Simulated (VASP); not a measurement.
# HfC (WC type) (P-6m2) in VASP: notebook

The runs below take HfC (WC type) through relaxation of cell and atoms, with PBE.

Everything below comes from runs of VASP 6.6.1. Logs are shortened: lines on timing, memory, paths and dates and some standing lists are left out, and cuts for length are marked.

### 1 The cell of the first run

Symmetry: P-6m2, No. 187, hexagonal system. Conventional cell: a = 2.849 Å, b = 2.849 Å, c = 2.792 Å, α = 90.00°, β = 90.00°, γ = 120.00°. Hf (site symmetry -6m2) has 6 C at 2.16 Å and 8 Hf at 2.79 to 2.85 Å within 2.9 Å. C (site symmetry -6m2) has 6 Hf at 2.16 Å and 8 C at 2.79 to 2.85 Å within 2.9 Å.

### 2 Relaxation of cell and atoms, PBE, target pressure 94 GPa, at which the enthalpy is minimised

File INCAR:

```
SYSTEM = HfC
PREC = Accurate
ENCUT = 600
EDIFF = 1E-6
ISMEAR = -1
SIGMA = 0.1
LREAL = .False.
LASPH = .True.
NELM = 60
ALGO = Normal
ISIF = 3
LWAVE = .False.
LCHARG = .False.
GGA = PE
IBRION = 2
NSW = 60
EDIFFG = -0.005
PSTRESS = 940.0
```

File KPOINTS:

```
Automatic mesh
0
Gamma
  16 16 14
  0 0 0
```

File POSCAR:

```
HfC
1.0
    2.8487586818      0.0000000000      0.0000000000
   -1.4243793409      2.4670973876      0.0000000000
    0.0000000000      0.0000000000      2.7917835081
Hf C
1 1
Direct
    0.0000000000      0.0000000000      0.0000000000
    0.3333333333      0.6666666667      0.5000000000
```

Potentials or basis: VASP PAW PBE potentials, release 64 (Hf_pv, C).

Command:

```
> cat potpaw_PBE.64/Hf_pv/POTCAR potpaw_PBE.64/C/POTCAR > POTCAR
> mpirun -np 1 vasp_std > vasp.out
```

OUTCAR:

```text
SYSTEM = HfC
   PREC = Accurate
   ENCUT = 600
   EDIFF = 1E-6
   ISMEAR = -1
   LREAL = .False.
   LASPH = .True.
   NELM = 60
   ISIF = 3
   GGA = PE
   IBRION = 2
   NSW = 60
   EDIFFG = -0.005
   PSTRESS = 940.0

 ion  position               nearest neighbor table
   1  0.000  0.000  0.000-   2 2.16   2 2.16   2 2.16   2 2.16   2 2.16   2 2.16
   2  0.333  0.667  0.500-   1 2.16   1 2.16   1 2.16   1 2.16   1 2.16   1 2.16

  LATTYP: Found a hexagonal cell.
 ALAT       =     2.8487586818
 C/A-ratio  =     0.9800000000

  Lattice vectors:

 A1 = (   2.8487586818,   0.0000000000,   0.0000000000)
 A2 = (  -1.4243793409,   2.4670973876,   0.0000000000)
 A3 = (   0.0000000000,   0.0000000000,   2.7917835081)

Analysis of symmetry for initial positions (statically):
=====================================================================
 Subroutine PRICEL returns:
 Original cell was already a primitive cell.

 Routine SETGRP: Setting up the symmetry group for a
 hexagonal supercell.

 Subroutine GETGRP returns: Found 12 space group operations
 (whereof 12 operations were pure point group operations)
 out of a pool of 24 trial point group operations.

The static configuration has the point symmetry D_3h.

Analysis of symmetry for dynamics (positions and initial velocities):
=====================================================================
 Subroutine PRICEL returns:
 Original cell was already a primitive cell.

 Routine SETGRP: Setting up the symmetry group for a
 hexagonal supercell.

 Subroutine GETGRP returns: Found 12 space group operations
 (whereof 12 operations were pure point group operations)
 out of a pool of 24 trial point group operations.

The dynamic configuration has the point symmetry D_3h.

 Subroutine INISYM returns: Found 12 space group operations
 (whereof 12 operations are pure point group operations),
 and found     1 'primitive' translations

----------------------------------------------------------------------------------------

                                     Primitive cell

  volume of cell :      19.6211

  direct lattice vectors                    reciprocal lattice vectors
     2.848758682  0.000000000  0.000000000     0.351030084  0.202667314  0.000000000
    -1.424379341  2.467097388  0.000000000     0.000000000  0.405334627  0.000000000
     0.000000000  0.000000000  2.791783508     0.000000000  0.000000000  0.358193963

  length of vectors
     2.848758682  2.848758682  2.791783508     0.405334627  0.405334627  0.358193963

  position of ions in fractional coordinates (direct lattice)
     0.000000000  0.000000000  0.000000000
     0.333333333  0.666666667  0.500000000

  ion indices of the primitive-cell ions
   primitive index   ion index
                 1           1
                 2           2

----------------------------------------------------------------------------------------

 KPOINTS: Automatic mesh

Automatic generation of k-mesh.
 Grid dimensions read from file:
 generate k-points for:   16   16   14

 Generating k-lattice:

  Cartesian coordinates                     Fractional coordinates (reciprocal lattice)
     0.021939380  0.012666707  0.000000000     0.062500000  0.000000000  0.000000000
     0.000000000  0.025333414  0.000000000     0.000000000  0.062500000  0.000000000
     0.000000000  0.000000000  0.025585283     0.000000000  0.000000000  0.071428571

  Length of vectors
     0.025333414  0.025333414  0.025585283

  Shift w.r.t. Gamma in fractional coordinates (k-lattice)
     0.000000000  0.000000000  0.000000000

 Subroutine IBZKPT returns following result:
 ===========================================

 Found    240 irreducible k-points:

 Following reciprocal coordinates:
            Coordinates               Weight
  0.000000  0.000000  0.000000      1.000000
  0.062500  0.000000  0.000000      6.000000
  0.125000  0.000000  0.000000      6.000000
  0.187500  0.000000  0.000000      6.000000
  0.250000  0.000000  0.000000      6.000000
  0.312500 -0.000000  0.000000      6.000000
[... 16 lines left out ...]
  0.187500  0.187500  0.000000      6.000000
  0.250000  0.187500  0.000000     12.000000
 [... further k-points ...]
   k-points           NKPTS =    240   k-points in BZ     NKDIM =    240   number of bands    NBANDS=     11
   number of dos      NEDOS =    301   number of ions     NIONS =      2
   total plane-waves  NPLWV =  13824
   dimension x,y,z NGX =    24 NGY =   24 NGZ =   24
   dimension x,y,z NGXF=    48 NGYF=   48 NGZF=   48
   ions per type =               1   1
   NGX,Y,Z   is equivalent  to a cutoff of  14.01, 14.01, 14.29 a.u.
   NGXF,Y,Z  is equivalent  to a cutoff of  28.01, 28.01, 28.58 a.u.
 SYSTEM =  HfC
   PREC   = accura    normal or accurate (medium, high low for compatibility)
   ISTART =      0    job   : 0-new  1-cont  2-samecut
   ICHARG =      2    charge: 1-file 2-atom 10-const
   ISPIN  =      1    spin polarized calculation?
   LNONCOLLINEAR =      F non collinear calculations
   LSORBIT =      F    spin-orbit coupling
   LASPH  =      T    aspherical Exc in radial PAW
   ENCUT  =  600.0 eV  44.10 Ry    6.64 a.u.   5.69  5.69  5.58*2*pi/ulx,y,z
   NELM   =     60;   NELMIN=  2; NELMDL= -5     # of ELM steps
   EDIFF  = 0.1E-05   stopping-criterion for ELM
   LREAL  =      F    real-space projection
   EDIFFG = -.5E-02   stopping-criterion for IOM
   NSW    =     60    number of steps for IOM
   IBRION =      2    ionic relax: 0-MD 1-quasi-New 2-CG
   NFREE  =      1    steps in history (QN), initial steepest desc. (CG)
   ISIF   =      3    stress and relaxation
   ISYM   =      2    0-nonsym 1-usesym 2-fastsym
   POTIM  = 0.5000    time-step for ionic-motion
   TEBEG  =    0.0;   TEEND  =   0.0 temperature during run
   PSTRESS=  940.0 pullay stress
   NELECT =      14.0000    total number of electrons
   NUPDOWN=      -1.0000    fix difference up-down
   EMIN   =  10.00;   EMAX   =-10.00  energy-range for DOS
   EFERMI =   0.00;   METHOD = LEGACY
   ISMEAR =    -1;   SIGMA  =   0.10  broadening in eV -4-tet -1-fermi 0-gaus
   EFERMI_NEDOS =   21; number of points for ismear=-14 and -15
   IALGO  =     38    algorithm
   IMIX   =      4    mixing-type and parameters
     AMIX     =   0.40;   BMIX     =  1.00
     AMIX_MAG =   1.60;   BMIX_MAG =  1.00
  volume/ion in A,a.u.               =       9.81        66.20
  Fermi-wavevector in a.u.,A,eV,Ry     =   1.462883  2.764448 29.116833  2.140027
  Thomas-Fermi vector in A             =   2.579044
   LORBIT       =      0    0 simple, 1 ext, 2 COOP (PROOUT), +10 PAW based schemes
   GGA     = PE    functional components
   LHFCALC =     F    Hartree Fock is set to
   AEXX    =    0.0000 exact exchange contribution
   IVDW    =     0    specifies the selected vdW correction
   LEPSILON=     F    determine dielectric tensor
   LRPA    =     F    only Hartree local field effects (RPA)
 conjugate gradient relaxation of ions
 non-spin polarized calculation
  energy-cutoff  :      600.00
  volume of cell :       19.62
 maximum number of plane-waves:       670
 NGX is ok and might be reduce to    24
   NGX = 11   NGY = 11   NGZ = 11

--------------------------------------- Ionic step        1  -------------------------------------------

 number of electron      14.0000000 magnetization

 Free energy of the ion-electron system (eV)
  ---------------------------------------------------
  ext. energy  EPLUGINS =         0.00000000
  ---------------------------------------------------
  free energy    TOTEN  =       -17.76615758 eV

  energy without entropy =      -17.75006659  energy(sigma->0) =      -17.75811208

------------------------ aborting loop because EDIFF is reached ----------------------------------------

  FORCE on cell =-STRESS in cart. coord.  units (eV):
  Direction    XX          YY          ZZ          XY          YZ          ZX
  --------------------------------------------------------------------------------------
  -------------------------------------------------------------------------------------
  Total       13.3839213     13.3839213      9.7261006      0.0000000      0.0000000     -0.0000000
  in kB     1092.8744244   1092.8744243    794.1922570      0.0000000      0.0000000     -0.0000000
  external PRESSURE =      53.3137019 kB  Pullay stress =     940.0000000 kB
[... 289 lines left out ...]
  enthalpy is  TOTEN    =        -6.3203249161 eV   P V=       11.6955659462

--------------------------------------- Ionic step        9  -------------------------------------------

 number of electron      14.0000002 magnetization

 Free energy of the ion-electron system (eV)
  ---------------------------------------------------
  ext. energy  EPLUGINS =         0.00000000
  ---------------------------------------------------
  free energy    TOTEN  =       -18.01549548 eV

  energy without entropy =      -18.00307460  energy(sigma->0) =      -18.00928504

 E-fermi :   7.8422     XC(G=0): -13.4218

 val. band max:        7.8261017800   @ k =   0.3750   0.1875   0.5000
 cond. band min:       7.9126683919   @ k =   0.1875   0.1875   0.0000
 fundamental gap:      0.0865666119
 Fermi energy:         7.8421920791

 k-point     1 :       0.0000    0.0000    0.0000
  band No.  band energies     occupation
      1     -20.7630      2.00000
      2     -20.7630      2.00000
      3     -20.4388      2.00000
      4      -5.4407      2.00000
      5       5.8025      2.00000
      6       5.8058      2.00000
      7       5.8058      2.00000
      8       9.8036      0.00000
      9      14.9584      0.00000
     10      16.0260      0.00000
     11      16.0260      0.00000
[... 309 lines left out ...]
 k-point    24 :       0.2500    0.1875    0.0000
  band No.  band energies     occupation
      1     -22.0998      2.00000
      2     -21.3208      2.00000
      3     -20.2257      2.00000
      4      -2.2029      2.00000
      5       2.8678      2.00000
      6       6.4630      2.00000
      7       6.8831      1.99986
      8       8.5948      0.00108
      9      13.2201      0.00000
     10      13.6609      0.00000
     11      16.8917      0.00000

 [... further k-points ...]

------------------------ aborting loop because EDIFF is reached ----------------------------------------

  FORCE on cell =-STRESS in cart. coord.  units (eV):
  Direction    XX          YY          ZZ          XY          YZ          ZX
  --------------------------------------------------------------------------------------
  -------------------------------------------------------------------------------------
  Total       11.6901590     11.6901589     11.6858921      0.0000000      0.0000000      0.0000000
  in kB      939.5975185    939.5975184    939.2545692      0.0000000      0.0000000      0.0000000
  external PRESSURE =      -0.5167979 kB  Pullay stress =     940.0000000 kB
[... 17 lines left out ...]
  FREE ENERGIE OF THE ION-ELECTRON SYSTEM (eV)
  ---------------------------------------------------
  free  energy   TOTEN  =       -18.0154954792 eV

  energy  without entropy=      -18.0030745980  energy(sigma->0) =      -18.00928504

  enthalpy is  TOTEN    =        -6.3203289888 eV   P V=       11.6951664904

 reached required accuracy - stopping structural energy minimisation
```

Run time: 2 min. Hardware: 1 thread of Intel Xeon Platinum 8488C (Sapphire Rapids), shared host; peak memory 0.21 GiB.

Results:

```
Free energy                                                : -18.0155 eV
Relaxed volume                                             : 9.97 Å³/atom
Relaxed cell                                               : a = 2.911 Å, b = 2.911 Å, c = 2.716 Å, α = 90.00°, β = 90.00°, γ = 120.00°
Space group after relaxing (to 0.1 Å)                      : P-6m2 (No. 187)
Energy change on relaxing (the run minimises the enthalpy) : -124.7 meV/atom
Ionic steps                                                : 9
Pressure after relaxing                                    : 93.9 GPa
Band gap on the k mesh                                     : zero (bands 7 and 8 overlap by 0.97 eV)
```

The path:
```
step  energy change (eV)  largest force (eV/Å)  pressure (GPa)  volume (Å³)
   1              0.0000                0.0000           99.33        19.62
   2             -0.5319                0.0000           82.03        20.51
   3             -0.3398                0.0000           89.68        20.09
   4              0.0416                0.0000          107.18        19.48
   5             -0.2534                0.0000           93.81        19.94
   6             -0.2517                0.0000           93.82        19.94
   7             -0.2485                0.0000           94.02        19.93
   8             -0.2497                0.0000           93.91        19.93
   9             -0.2493                0.0000           93.95        19.93
```

Final structure:
```
Hf C
1.0
     2.91139    0.00000    0.00000
    -1.45570    2.52134    0.00000
     0.00000    0.00000    2.71554
Hf C
1 1
Direct
  0.00000 0.00000 0.00000
  0.33333 0.66667 0.50000
```

Levels at points of the mesh, in eV from the Fermi level:
```
           k point  band 4  band 5  band 6  band 7  band 8  band 9  band 10  band 11
(0.00, 0.00, 0.00)  -13.28   -2.04   -2.04   -2.04    1.96    7.12     8.18     8.18
(0.50, 0.00, 0.00)   -9.82   -5.30   -1.39   -1.39    0.80    6.92     8.24     8.76
(0.00, 0.00, 0.50)   -8.22   -7.12   -0.55   -0.55    2.40    2.40     6.56     6.56
(0.50, 0.00, 0.50)  -10.46   -4.89   -3.08   -2.43    2.93    9.05     9.76    10.98
```

Caveat: the cell is relaxed towards a set pressure, so the run minimises the enthalpy, not the energy; spin-orbit coupling is left out, which moves the levels of the heavy elements.

(Continued in part 2 of 2.)

The gap in the log of VASP goes by the Fermi energy; the results here count the filled bands.